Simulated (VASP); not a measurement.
Write the native input for VASP 6.6.1 that does the following.

```
Task                   : relaxation of the atoms
Functional             : PBEsol
Potentials or basis    : VASP PAW PBE potentials, release 64 (In_d, P)
Cutoff                 : 450 eV
k mesh                 : 10 × 10 × 10
Occupations            : gaussian, width 0.02 eV
Spin                   : no spin polarisation
Dipole correction      : no
Further INCAR settings : ALGO = Normal; EDIFF = 1e-07; IBRION = 2; EDIFFG = -0.002; NSW = 60
```

The structure of InP lies in POSCAR:

```
InP
1.0
    0.0000000000      2.9498255907      2.9097962395
    2.9498255907      0.0000000000      2.9097962395
    2.9498255907      2.9498255907      0.0000000000
In P
1 1
Direct
    0.0000000000      0.0000000000      0.0000000000
    0.2500000000      0.2500000000      0.2500000000
```

This cell differs from its parent crystal: strained cell.

The input as run:

INCAR

```
SYSTEM = InP
PREC = Accurate ; ENCUT = 450
EDIFF = 1E-7 ; ISMEAR = 0
SIGMA = 0.02 ; LREAL = .False.
LASPH = .True. ; NELM = 120
ALGO = Normal ; ISIF = 2
LWAVE = .False. ; LCHARG = .False.
GGA = PS ; IBRION = 2
NSW = 60 ; EDIFFG = -0.002
GGA_COMPAT = .False. ; NELMIN = 4
```

KPOINTS

```
Automatic mesh
0
Gamma
  10 10 10
  0 0 0
```

Potentials or basis: VASP PAW PBE potentials, release 64 (In_d, P).

Run with:

```bash
$ cat potpaw_PBE.64/In_d/POTCAR potpaw_PBE.64/P/POTCAR > POTCAR
$ mpirun -np 1 vasp_std > vasp.out
```

Results of the run:

```json
{
  "Pressure after relaxing": "0.2 GPa",
  "Band gap on the k mesh": "0.54 eV"
}
```

Caveat: the cell differs from its parent crystal (strained cell); the relaxation stopped at its first step, so nothing moved; the PAW data sets were made with another functional, which shifts forces and pressure a little; spin-orbit coupling is left out, which moves the levels of the heavy elements.

Wall time 57 s on 1 thread of Intel(R) Xeon(R) Platinum 8259CL CPU @ 2.50GHz (Skylake/Cascade Lake), on a shared host, peak memory 0.21 GiB.
